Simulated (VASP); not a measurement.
# ZnO (Fm-3m) in VASP: notebook

The runs below take ZnO through single point, with PBE.

All numbers are computed with VASP 6.6.1; they aren't measurements. Logs are shortened: lines on timing, memory, paths and dates and some standing lists are left out, and cuts for length are marked.

## 1. The cell of the first run

Symmetry: Fm-3m, No. 225, cubic system. The conventional cell has a = 4.268 Å, b = 4.268 Å, c = 4.268 Å, α = 90.00°, β = 90.00°, γ = 90.00°. Zn (site symmetry m-3m) has 6 O at 2.13 Å within 2.8 Å. O (site symmetry m-3m) has 6 Zn at 2.13 Å within 2.8 Å.

## 2. Single point, PBE

Contents of INCAR:

```
SYSTEM = ZnO
ALGO     = Normal         ! electronic algorithm
EDIFF    = 1E-6           ! SCF threshold, eV
ENCUT    = 600            ! plane-wave cutoff, eV
GGA      = PE             ! functional
GGA_COMPAT= .FALSE.      
ISIF     = 2              ! what is computed and relaxed
ISMEAR   = 0              ! smearing method
LASPH    = .TRUE.         ! aspherical terms in the spheres
LCHARG   = .FALSE.        ! write CHGCAR
LREAL    = .FALSE.        ! projectors in reciprocal space
LWAVE    = .FALSE.        ! write WAVECAR
NBANDS   = 16             ! bands
NELM     = 120            ! most SCF steps
PREC     = Accurate       ! precision mode
SIGMA    = 0.01           ! smearing width, eV
```

Contents of KPOINTS:

```
k-points
0
G
  6 6 6
  0 0 0
```

Contents of POSCAR:

```
ZnO
1.0
    0.0000000000      2.1337703933      2.1337703933
    2.1337703933      0.0000000000      2.1337703933
    2.1337703933      2.1337703933      0.0000000000
Zn O
1 1
Direct
    0.0000000000      0.0000000000      0.0000000000
    0.5000000000      0.5000000000      0.5000000000
```

Potentials or basis: VASP PAW PBE potentials, release 64 (Zn, O).

Command:

```console
$ cat potpaw_PBE.64/Zn/POTCAR potpaw_PBE.64/O/POTCAR > POTCAR
$ mpirun -np 1 vasp_std > vasp.out
```

OUTCAR:

```text
SYSTEM = ZnO
   EDIFF = 1E-6
   ENCUT = 600
   GGA = PE
   ISIF = 2
   ISMEAR = 0
   LASPH = .TRUE.
   LREAL = .FALSE.
   NELM = 120
   PREC = Accurate

 ion  position               nearest neighbor table
   1  0.000  0.000  0.000-   2 2.13   2 2.13   2 2.13   2 2.13   2 2.13   2 2.13
   2  0.500  0.500  0.500-   1 2.13   1 2.13   1 2.13   1 2.13   1 2.13   1 2.13

  LATTYP: Found a face centered cubic cell.
 ALAT       =     4.2675407866

  Lattice vectors:

 A1 = (   0.0000000000,   2.1337703933,   2.1337703933)
 A2 = (   2.1337703933,   0.0000000000,   2.1337703933)
 A3 = (   2.1337703933,   2.1337703933,   0.0000000000)

Analysis of symmetry for initial positions (statically):
=====================================================================
 Subroutine PRICEL returns:
 Original cell was already a primitive cell.

 Routine SETGRP: Setting up the symmetry group for a
 face centered cubic supercell.

 Subroutine GETGRP returns: Found 48 space group operations
 (whereof 48 operations were pure point group operations)
 out of a pool of 48 trial point group operations.

The static configuration has the point symmetry O_h .

Analysis of symmetry for dynamics (positions and initial velocities):
=====================================================================
 Subroutine PRICEL returns:
 Original cell was already a primitive cell.

 Routine SETGRP: Setting up the symmetry group for a
 face centered cubic supercell.

 Subroutine GETGRP returns: Found 48 space group operations
 (whereof 48 operations were pure point group operations)
 out of a pool of 48 trial point group operations.

The dynamic configuration has the point symmetry O_h .

 Subroutine INISYM returns: Found 48 space group operations
 (whereof 48 operations are pure point group operations),
 and found     1 'primitive' translations

----------------------------------------------------------------------------------------

                                     Primitive cell

  volume of cell :      19.4300

  direct lattice vectors                    reciprocal lattice vectors
     0.000000000  2.133770393  2.133770393    -0.234326993  0.234326993  0.234326993
     2.133770393  0.000000000  2.133770393     0.234326993 -0.234326993  0.234326993
     2.133770393  2.133770393  0.000000000     0.234326993  0.234326993 -0.234326993

  length of vectors
     3.017607029  3.017607029  3.017607029     0.405866257  0.405866257  0.405866257

  position of ions in fractional coordinates (direct lattice)
     0.000000000  0.000000000  0.000000000
     0.500000000  0.500000000  0.500000000

  ion indices of the primitive-cell ions
   primitive index   ion index
                 1           1
                 2           2

----------------------------------------------------------------------------------------

 KPOINTS: k-points

Automatic generation of k-mesh.
 Grid dimensions read from file:
 generate k-points for:    6    6    6

 Generating k-lattice:

  Cartesian coordinates                     Fractional coordinates (reciprocal lattice)
    -0.039054499  0.039054499  0.039054499     0.166666667  0.000000000  0.000000000
     0.039054499 -0.039054499  0.039054499     0.000000000  0.166666667  0.000000000
     0.039054499  0.039054499 -0.039054499     0.000000000  0.000000000  0.166666667

  Length of vectors
     0.067644376  0.067644376  0.067644376

  Shift w.r.t. Gamma in fractional coordinates (k-lattice)
     0.000000000  0.000000000  0.000000000

 Subroutine IBZKPT returns following result:
 ===========================================

 Found     16 irreducible k-points:

 Following reciprocal coordinates:
            Coordinates               Weight
  0.000000  0.000000  0.000000      1.000000
  0.166667  0.000000  0.000000      8.000000
  0.333333  0.000000  0.000000      8.000000
  0.500000  0.000000  0.000000      4.000000
  0.166667  0.166667  0.000000      6.000000
  0.333333  0.166667  0.000000     24.000000
[... 8 lines left out ...]
 -0.333333  0.333333  0.166667     24.000000
 -0.333333  0.500000  0.166667     12.000000
   k-points           NKPTS =     16   k-points in BZ     NKDIM =     16   number of bands    NBANDS=     16
   number of dos      NEDOS =    301   number of ions     NIONS =      2
   total plane-waves  NPLWV =  13824
   dimension x,y,z NGX =    24 NGY =   24 NGZ =   24
   dimension x,y,z NGXF=    48 NGYF=   48 NGZF=   48
   ions per type =               1   1
   NGX,Y,Z   is equivalent  to a cutoff of  13.22, 13.22, 13.22 a.u.
   NGXF,Y,Z  is equivalent  to a cutoff of  26.44, 26.44, 26.44 a.u.
 SYSTEM =  ZnO
   PREC   = accura    normal or accurate (medium, high low for compatibility)
   ISTART =      0    job   : 0-new  1-cont  2-samecut
   ICHARG =      2    charge: 1-file 2-atom 10-const
   ISPIN  =      1    spin polarized calculation?
   LNONCOLLINEAR =      F non collinear calculations
   LSORBIT =      F    spin-orbit coupling
   LASPH  =      T    aspherical Exc in radial PAW
   ENCUT  =  600.0 eV  44.10 Ry    6.64 a.u.   6.03  6.03  6.03*2*pi/ulx,y,z
   NELM   =    120;   NELMIN=  2; NELMDL= -5     # of ELM steps
   EDIFF  = 0.1E-05   stopping-criterion for ELM
   LREAL  =      F    real-space projection
   EDIFFG = 0.1E-04   stopping-criterion for IOM
   NSW    =      0    number of steps for IOM
   IBRION =     -1    ionic relax: 0-MD 1-quasi-New 2-CG
   NFREE  =      0    steps in history (QN), initial steepest desc. (CG)
   ISIF   =      2    stress and relaxation
   ISYM   =      2    0-nonsym 1-usesym 2-fastsym
   POTIM  = 0.5000    time-step for ionic-motion
   TEBEG  =    0.0;   TEEND  =   0.0 temperature during run
   PSTRESS=    0.0 pullay stress
   NELECT =      18.0000    total number of electrons
   NUPDOWN=      -1.0000    fix difference up-down
   EMIN   =  10.00;   EMAX   =-10.00  energy-range for DOS
   EFERMI =   0.00;   METHOD = LEGACY
   ISMEAR =     0;   SIGMA  =   0.01  broadening in eV -4-tet -1-fermi 0-gaus
   EFERMI_NEDOS =   21; number of points for ismear=-14 and -15
   IALGO  =     38    algorithm
   IMIX   =      4    mixing-type and parameters
     AMIX     =   0.40;   BMIX     =  1.00
     AMIX_MAG =   1.60;   BMIX_MAG =  1.00
  volume/ion in A,a.u.               =       9.72        65.56
  Fermi-wavevector in a.u.,A,eV,Ry     =   1.595908  3.015830 34.653003  2.546924
  Thomas-Fermi vector in A             =   2.693754
   LORBIT       =      0    0 simple, 1 ext, 2 COOP (PROOUT), +10 PAW based schemes
   GGA     = PE    functional components
   LHFCALC =     F    Hartree Fock is set to
   AEXX    =    0.0000 exact exchange contribution
   IVDW    =     0    specifies the selected vdW correction
   LEPSILON=     F    determine dielectric tensor
   LRPA    =     F    only Hartree local field effects (RPA)
 non-spin polarized calculation
 Gauss-broadening in eV      SIGMA  =   0.01
  energy-cutoff  :      600.00
  volume of cell :       19.43
 maximum number of plane-waves:       656
   NGX = 13   NGY = 13   NGZ = 13

 number of electron      18.0000003 magnetization

 Free energy of the ion-electron system (eV)
  ---------------------------------------------------
  ext. energy  EPLUGINS =         0.00000000
  ---------------------------------------------------
  free energy    TOTEN  =        -8.60430335 eV

  energy without entropy =       -8.60430335  energy(sigma->0) =       -8.60430335

 E-fermi :   2.9836     XC(G=0): -12.3430

 val. band max:        2.8278871616   @ k =   0.5000   0.0000   0.0000
 cond. band min:       3.7433583385   @ k =   0.0000   0.0000   0.0000
 fundamental gap:      0.9154711768
 Fermi energy:         2.9835882225

 k-point     1 :       0.0000    0.0000    0.0000
  band No.  band energies     occupation
      1     -15.8496      2.00000
      2      -2.0485      2.00000
      3      -2.0485      2.00000
      4      -2.0485      2.00000
      5      -1.8291      2.00000
      6      -1.8291      2.00000
[... 8 lines left out ...]
     15      22.3462      0.00000
     16      22.3462      0.00000

 k-point     2 :       0.1667    0.0000    0.0000
  band No.  band energies     occupation
      1     -15.5488      2.00000
      2      -2.3542      2.00000
      3      -2.2332      2.00000
      4      -2.2332      2.00000
      5      -1.9073      2.00000
      6      -1.9073      2.00000
[... 8 lines left out ...]
     15      22.9153      0.00000
     16      22.9153      0.00000

 k-point     3 :       0.3333    0.0000    0.0000
  band No.  band energies     occupation
      1     -14.8619      2.00000
      2      -3.7683      2.00000
      3      -2.7843      2.00000
      4      -2.7842      2.00000
      5      -1.7173      2.00000
      6      -1.7173      2.00000
[... 8 lines left out ...]
     15      25.2480      0.00000
     16      25.2480      0.00000

 k-point     4 :       0.5000    0.0000    0.0000
  band No.  band energies     occupation
      1     -14.4587      2.00000
      2      -4.6297      2.00000
      3      -3.0181      2.00000
      4      -3.0181      2.00000
      5      -1.6149      2.00000
      6      -1.6149      2.00000
[... 8 lines left out ...]
     15      27.5623      0.00000
     16      27.5623      0.00000
[... 172 lines left out ...]
 k-point    14 :       0.5000    0.3333    0.1667
  band No.  band energies     occupation
      1     -14.5211      2.00000
      2      -3.5828      2.00000
      3      -2.6676      2.00000
      4      -2.6155      2.00000
      5      -1.7211      2.00000
      6      -1.5458      2.00000
[... 8 lines left out ...]
     15      26.9223      0.00000
     16      30.2963      0.00000

 k-point    15 :      -0.3333    0.3333    0.1667
  band No.  band energies     occupation
      1     -14.3011      2.00000
      2      -3.5023      2.00000
      3      -2.8536      2.00000
      4      -2.7223      2.00000
      5      -1.5881      2.00000
      6      -1.5698      2.00000
[... 8 lines left out ...]
     15      24.3240      0.00000
     16      31.8783      0.00000

 k-point    16 :      -0.3333    0.5000    0.1667
  band No.  band energies     occupation
      1     -14.2714      2.00000
      2      -2.8582      2.00000
      3      -2.6721      2.00000
      4      -2.5984      2.00000
      5      -1.4990      2.00000
      6      -1.2846      2.00000
[... 8 lines left out ...]
     15      27.3747      0.00000
     16      31.1269      0.00000

------------------------ aborting loop because EDIFF is reached ----------------------------------------

  FORCE on cell =-STRESS in cart. coord.  units (eV):
  Direction    XX          YY          ZZ          XY          YZ          ZX
  --------------------------------------------------------------------------------------
  -------------------------------------------------------------------------------------
  Total        1.0725521      1.0725521      1.0725521      0.0000000      0.0000000     -0.0000000
  in kB       88.4414688     88.4414688     88.4414688      0.0000000      0.0000000     -0.0000000
  external PRESSURE =      88.4414688 kB  Pullay stress =       0.0000000 kB

 VOLUME and BASIS-vectors are now :
 -----------------------------------------------------------------------------
  energy-cutoff  :      600.00
  volume of cell :       19.43
      direct lattice vectors                 reciprocal lattice vectors
     0.000000000  2.133770393  2.133770393    -0.234326993  0.234326993  0.234326993
     2.133770393  0.000000000  2.133770393     0.234326993 -0.234326993  0.234326993
     2.133770393  2.133770393  0.000000000     0.234326993  0.234326993 -0.234326993

 POSITION                                       TOTAL-FORCE (eV/Angst)
 -----------------------------------------------------------------------------------
      0.00000      0.00000      0.00000         0.000000      0.000000      0.000000
      2.13377      2.13377      2.13377         0.000000      0.000000      0.000000
 -----------------------------------------------------------------------------------
    total drift:                                0.000000     -0.000000     -0.000000

  FREE ENERGIE OF THE ION-ELECTRON SYSTEM (eV)
  ---------------------------------------------------
  free  energy   TOTEN  =        -8.6043033489 eV

  energy  without entropy=       -8.6043033489  energy(sigma->0) =       -8.60430335
```

Wall time 18 s (1 thread of Intel Xeon 8259CL, shared host); peak memory 0.13 GiB.

What came out:

* Free energy: -8.6043 eV
* Pressure: 8.8 GPa
* Band gap on the k mesh: 0.92 eV, indirect (least direct gap 2.32 eV)

Caveat: the k points lie up to 0.43 Å⁻¹ apart. A k mesh can miss the band edges.

## 3. Single point, PBE (volume changed by -5%)

Contents of INCAR:

```
SYSTEM = ZnO
PREC     = Accurate       ! precision mode
ENCUT    = 600            ! plane-wave cutoff, eV
EDIFF    = 1E-6           ! SCF threshold, eV
ISMEAR   = 0              ! smearing method
SIGMA    = 0.01           ! smearing width, eV
LREAL    = .FALSE.        ! projectors in reciprocal space
LASPH    = .TRUE.         ! aspherical terms in the spheres
NELM     = 120            ! most SCF steps
ALGO     = Normal         ! electronic algorithm
ISIF     = 2              ! what is computed and relaxed
LWAVE    = .FALSE.        ! write WAVECAR
LCHARG   = .TRUE.         ! write CHGCAR
GGA      = PE             ! functional
LELF     = .TRUE.         ! ELF
LVHAR    = .TRUE.       
NBANDS   = 16             ! bands
GGA_COMPAT= .FALSE.
```

Contents of KPOINTS:

```
Automatic mesh
0
G
  6 6 6
  0 0 0
```

Contents of POSCAR:

```
ZnO
1.0
    0.0000000000      2.0975978053      2.0975978053
    2.0975978053      0.0000000000      2.0975978053
    2.0975978053      2.0975978053      0.0000000000
Zn O
1 1
Direct
    0.0000000000      0.0000000000      0.0000000000
    0.5000000000      0.5000000000      0.5000000000
```

Potentials or basis: VASP PAW PBE potentials, release 64 (Zn, O).

Command:

```console
$ cat potpaw_PBE.64/Zn/POTCAR potpaw_PBE.64/O/POTCAR > POTCAR
$ mpirun -np 1 vasp_std > vasp.out
```

It took 16 s on 1 thread of Intel Xeon 8259CL, shared host; peak memory 0.14 GiB.

The run converged. Its results:

- Free energy: -8.5138 eV
- Pressure: 20.7 GPa
- Band gap on the k mesh: 1.16 eV, indirect (least direct gap 2.77 eV)

Levels at points of the mesh, in eV from the valence-band top:
```
           k point  band 6  band 7  band 8  band 9  band 10  band 11  band 12  band 13
(0.00, 0.00, 0.00)   -4.74   -1.61   -1.61   -1.61     1.16    18.33    18.33    18.33
(0.50, 0.00, 0.00)   -4.50   -3.67    0.00    0.00     5.51     9.62    13.12    13.12
(0.50, 0.50, 0.00)   -4.37   -3.98   -3.15   -3.15     4.48    11.04    11.38    16.02
```

Caveat: the k points lie up to 0.43 Å⁻¹ apart. A k mesh can miss the band edges.
